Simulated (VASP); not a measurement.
# MgO (Fm-3m) in VASP: single point with r2SCAN

Aim: the single point of MgO with r2SCAN.

Everything below comes from runs of VASP 6.6.1. Logs are shortened: lines on timing, memory, paths and dates and some standing lists are left out, and cuts for length are marked.

### 1 The cell of the first run

The structure is cubic, space group Fm-3m (No. 225). The conventional cell has a = 4.374 Å, b = 4.374 Å, c = 4.374 Å, α = 90.00°, β = 90.00°, γ = 90.00°. Within 2.9 Å of Mg (site symmetry m-3m) lie 6 O at 2.19 Å. O (site symmetry m-3m) has 6 Mg at 2.19 Å within 2.9 Å.

### 2 Single point, r2SCAN

File POSCAR:

```
MgO
1.0
    0.0000000000      2.1870500000      2.1870500000
    2.1870500000      0.0000000000      2.1870500000
    2.1870500000      2.1870500000      0.0000000000
Mg O
1 1
Direct
    0.0000000000      0.0000000000      0.0000000000
    0.5000000000      0.5000000000      0.5000000000
```

File INCAR.step1:

```
SYSTEM = MgO
ALGO = Normal
EDIFF = 1E-5
ENCUT = 920
GGA = PE
GGA_COMPAT = .False.
ISMEAR = -1
LASPH = .True.
LCHARG = .False.
LREAL = .False.
LWAVE = .True.
NBANDS = 15
NELM = 120
PREC = Accurate
SIGMA = 0.05
```

File INCAR.step2:

```
SYSTEM = MgO
ALGO = Normal
EDIFF = 1E-6
ENCUT = 920
GGA_COMPAT = .False.
ISIF = 2
ISMEAR = -1
ISTART = 1
LASPH = .True.
LCHARG = .True.
LELF = .True.
LMIXTAU = .True.
LREAL = .False.
LVHAR = .True.
LWAVE = .False.
METAGGA = R2SCAN
NBANDS = 15
NELM = 120
PREC = Accurate
SIGMA = 0.05
```

File KPOINTS:

```
k-points
0
Gamma
  8 8 8
  0 0 0
```

Potentials or basis: VASP PAW PBE potentials, release 64 (Mg_sv, O).

Launch:

```bash
> cat potpaw_PBE.64/Mg_sv/POTCAR potpaw_PBE.64/O/POTCAR > POTCAR
> cp INCAR.step1 INCAR
> mpirun -np 1 vasp_std > vasp.out
> cp INCAR.step2 INCAR
> mpirun -np 1 vasp_std > vasp.out
```

OUTCAR:

```text
SYSTEM = MgO
   EDIFF = 1E-6
   ENCUT = 920
   ISIF = 2
   ISMEAR = -1
   ISTART = 1
   LASPH = .True.
   LREAL = .False.
   METAGGA = R2SCAN
   NELM = 120
   PREC = Accurate

 ion  position               nearest neighbor table
   1  0.000  0.000  0.000-
   2  0.500  0.500  0.500-

  LATTYP: Found a face centered cubic cell.
 ALAT       =     4.3741000000

  Lattice vectors:

 A1 = (   0.0000000000,   2.1870500000,   2.1870500000)
 A2 = (   2.1870500000,   0.0000000000,   2.1870500000)
 A3 = (   2.1870500000,   2.1870500000,   0.0000000000)

Analysis of symmetry for initial positions (statically):
=====================================================================
 Subroutine PRICEL returns:
 Original cell was already a primitive cell.

 Routine SETGRP: Setting up the symmetry group for a
 face centered cubic supercell.

 Subroutine GETGRP returns: Found 48 space group operations
 (whereof 48 operations were pure point group operations)
 out of a pool of 48 trial point group operations.

The static configuration has the point symmetry O_h .

Analysis of symmetry for dynamics (positions and initial velocities):
=====================================================================
 Subroutine PRICEL returns:
 Original cell was already a primitive cell.

 Routine SETGRP: Setting up the symmetry group for a
 face centered cubic supercell.

 Subroutine GETGRP returns: Found 48 space group operations
 (whereof 48 operations were pure point group operations)
 out of a pool of 48 trial point group operations.

The dynamic configuration has the point symmetry O_h .

 Subroutine INISYM returns: Found 48 space group operations
 (whereof 48 operations are pure point group operations),
 and found     1 'primitive' translations

----------------------------------------------------------------------------------------

                                     Primitive cell

  volume of cell :      20.9221

  direct lattice vectors                    reciprocal lattice vectors
     0.000000000  2.187050000  2.187050000    -0.228618459  0.228618459  0.228618459
     2.187050000  0.000000000  2.187050000     0.228618459 -0.228618459  0.228618459
     2.187050000  2.187050000  0.000000000     0.228618459  0.228618459 -0.228618459

  length of vectors
     3.092955772  3.092955772  3.092955772     0.395978786  0.395978786  0.395978786

  position of ions in fractional coordinates (direct lattice)
     0.000000000  0.000000000  0.000000000
     0.500000000  0.500000000  0.500000000

[... 85 lines left out ...]
   TEBEG  =    0.0;   TEEND  =   0.0 temperature during run
   PSTRESS=    0.0 pullay stress
   NELECT =      16.0000    total number of electrons
   NUPDOWN=      -1.0000    fix difference up-down
   EMIN   =  10.00;   EMAX   =-10.00  energy-range for DOS
   EFERMI =   0.00;   METHOD = LEGACY
   ISMEAR =    -1;   SIGMA  =   0.05  broadening in eV -4-tet -1-fermi 0-gaus
   EFERMI_NEDOS =   21; number of points for ismear=-14 and -15
   IALGO  =     38    algorithm
   IMIX   =      4    mixing-type and parameters
     AMIX     =   0.40;   BMIX     =  1.00
     AMIX_MAG =   1.60;   BMIX_MAG =  1.00
  volume/ion in A,a.u.               =      10.46        70.59
  Fermi-wavevector in a.u.,A,eV,Ry     =   1.497084  2.829078 30.494193  2.241260
  Thomas-Fermi vector in A             =   2.609017
   LORBIT       =      0    0 simple, 1 ext, 2 COOP (PROOUT), +10 PAW based schemes
   METAGGA = R2SCAN    functional components
   LHFCALC =     F    Hartree Fock is set to
   AEXX    =    0.0000 exact exchange contribution
   IVDW    =     0    specifies the selected vdW correction
   LEPSILON=     F    determine dielectric tensor
   LRPA    =     F    only Hartree local field effects (RPA)
 non-spin polarized calculation
  energy-cutoff  :      920.00
  volume of cell :       20.92
 maximum number of plane-waves:      1363
   NGX = 15   NGY = 15   NGZ = 15

 number of electron      16.0000004 magnetization

 Free energy of the ion-electron system (eV)
  ---------------------------------------------------
  ext. energy  EPLUGINS =         0.00000000
  ---------------------------------------------------
  free energy    TOTEN  =       -16.03882175 eV

  energy without entropy =      -16.03882175  energy(sigma->0) =      -16.03882175

 E-fermi :   3.0721     XC(G=0): -11.4270

 val. band max:        1.7630918470   @ k =   0.0000   0.0000   0.0000
 cond. band min:       6.3458393100   @ k =   0.0000   0.0000   0.0000
 fundamental gap:      4.5827474630
 Fermi energy:         3.0721232875

 k-point     1 :       0.0000    0.0000    0.0000
  band No.  band energies     occupation
      1     -73.6599      2.00000
      2     -38.7533      2.00000
      3     -38.7533      2.00000
      4     -38.7533      2.00000
      5     -15.8912      2.00000
      6       1.7631      2.00000
      7       1.7631      2.00000
      8       1.7631      2.00000
      9       6.3458      0.00000
     10      17.9479      0.00000
     11      17.9479      0.00000
     12      17.9479      0.00000
     13      21.7343      0.00000
     14      23.4599      0.00000
[... 401 lines left out ...]
      2     -38.7974      2.00000
      3     -38.7715      2.00000
      4     -38.7632      2.00000
      5     -14.7724      2.00000
      6      -1.7948      2.00000
      7       0.0674      2.00000
      8       0.9008      2.00000
      9      11.5888      0.00000
     10      13.9895      0.00000
     11      15.3172      0.00000
     12      18.5655      0.00000
     13      22.2199      0.00000
     14      23.7831      0.00000
     15      27.7547      0.00000

 [... further k-points ...]

------------------------ aborting loop because EDIFF is reached ----------------------------------------

  FORCE on cell =-STRESS in cart. coord.  units (eV):
  Direction    XX          YY          ZZ          XY          YZ          ZX
  --------------------------------------------------------------------------------------
  -------------------------------------------------------------------------------------
  Total       -1.9820120     -1.9820120     -1.9820120      0.0000000      0.0000000      0.0000000
  in kB     -151.7786692   -151.7786692   -151.7786692      0.0000000      0.0000000      0.0000000
  external PRESSURE =    -151.7786692 kB  Pullay stress =       0.0000000 kB

 VOLUME and BASIS-vectors are now :
 -----------------------------------------------------------------------------
  energy-cutoff  :      920.00
  volume of cell :       20.92
      direct lattice vectors                 reciprocal lattice vectors
     0.000000000  2.187050000  2.187050000    -0.228618459  0.228618459  0.228618459
     2.187050000  0.000000000  2.187050000     0.228618459 -0.228618459  0.228618459
     2.187050000  2.187050000  0.000000000     0.228618459  0.228618459 -0.228618459

 POSITION                                       TOTAL-FORCE (eV/Angst)
 -----------------------------------------------------------------------------------
      0.00000      0.00000      0.00000        -0.000000      0.000000     -0.000000
      2.18705      2.18705      2.18705         0.000000     -0.000000      0.000000
 -----------------------------------------------------------------------------------
    total drift:                                0.000000     -0.000000     -0.000000

  FREE ENERGIE OF THE ION-ELECTRON SYSTEM (eV)
  ---------------------------------------------------
  free  energy   TOTEN  =       -16.0388217472 eV

  energy  without entropy=      -16.0388217472  energy(sigma->0) =      -16.03882175
```

OUTCAR.step1:

```text
SYSTEM = MgO
   EDIFF = 1E-5
   ENCUT = 920
   GGA = PE
   ISMEAR = -1
   LASPH = .True.
   LREAL = .False.
[... 651 lines left out ...]
      0.00000      0.00000      0.00000        -0.000000      0.000000      0.000000
      2.18705      2.18705      2.18705         0.000000     -0.000000     -0.000000
 -----------------------------------------------------------------------------------
    total drift:                                0.000000     -0.000000     -0.000000

  FREE ENERGIE OF THE ION-ELECTRON SYSTEM (eV)
  ---------------------------------------------------
  free  energy   TOTEN  =       -11.8295132579 eV

  energy  without entropy=      -11.8295132579  energy(sigma->0) =      -11.82951326
```

Wall time 56 s (1 thread of Intel Xeon Platinum 8259CL at 2.50GHz (Skylake/Cascade Lake), shared host); peak memory 0.19 GiB.

What came out:

- Free energy: -16.0388 eV
- Pressure: -15.2 GPa
- Band gap on the k mesh: 4.58 eV

Levels at points of the mesh, in eV from the valence-band top:
| k point | band 5 | band 6 | band 7 | band 8 | band 9 | band 10 | band 11 | band 12 |
| --- | --- | --- | --- | --- | --- | --- | --- | --- |
| (0.00, 0.00, 0.00) | -17.65 | 0.00 | 0.00 | 0.00 | 4.58 | 16.18 | 16.18 | 16.18 |
| (0.50, 0.00, 0.00) | -16.65 | -4.12 | -0.56 | -0.56 | 8.10 | 12.53 | 16.34 | 16.34 |
| (0.50, 0.50, 0.00) | -16.46 | -3.63 | -1.21 | -1.21 | 9.86 | 9.95 | 13.09 | 18.73 |

Caveat: the cell stands under tension; the PAW data sets were made with another functional, which shifts forces and pressure a little. r2SCAN opens gaps a little over a GGA but as a rule still falls short of measured ones.
